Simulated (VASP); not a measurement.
A run of VASP 6.6.1 is set up as follows.

The input INCAR:

```
SYSTEM = NaBe6Hg
ALGO = Normal
EDIFF = 1E-6
EDIFFG = -0.01
ENCUT = 600
GGA = PE
IBRION = 2
ISIF = 3
ISMEAR = 0
LASPH = .True.
LCHARG = .False.
LREAL = .False.
LWAVE = .False.
NELM = 100
NSW = 100
PREC = Accurate
SIGMA = 0.1
```

File KPOINTS:

```
k-points
0
Gamma
  10 10 10
  0 0 0
```

POSCAR

```
NaBe6Hg
1.0
    0.0000000000      3.6133531291      3.6133531291
    3.6133531291      0.0000000000      3.6133531291
    3.6133531291      3.6133531291      0.0000000000
Na Be Hg
1 6 1
Direct
    0.0000000000      0.0000000000      0.0000000000
    0.5000000000      0.0000000000      0.0000000000
    0.0000000000      0.5000000000      0.5000000000
    0.0000000000      0.5000000000      0.0000000000
    0.5000000000      0.0000000000      0.5000000000
    0.0000000000      0.0000000000      0.5000000000
    0.5000000000      0.5000000000      0.0000000000
    0.5000000000      0.5000000000      0.5000000000
```

Potentials or basis: VASP PAW PBE potentials, release 64 (Na_pv, Be, Hg).

Run with:

```bash
$ cat potpaw_PBE.64/Na_pv/POTCAR potpaw_PBE.64/Be/POTCAR potpaw_PBE.64/Hg/POTCAR > POTCAR
$ mpirun -np 1 vasp_std > vasp.out
```

Problem. Predict the space group after relaxing (to 0.1 Å).

Solution. Fm-3m (No. 225).

Problem. What does it give for the relaxed volume?

Solution. 11.84 Å³/atom.

Final structure:
```
CELL_PARAMETERS angstrom
0.00000 3.61809 3.61809
3.61809 0.00000 3.61809
3.61809 3.61809 0.00000
ATOMIC_POSITIONS crystal
Na 0.00000 0.00000 0.00000
Be 0.50000 0.00000 0.00000
Be 0.00000 0.50000 0.50000
Be 0.00000 0.50000 0.00000
Be 0.50000 0.00000 0.50000
Be 0.00000 0.00000 0.50000
Be 0.50000 0.50000 0.00000
Hg 0.50000 0.50000 0.50000
```

Caveat: the highest band is partly filled, so the run has too few bands.
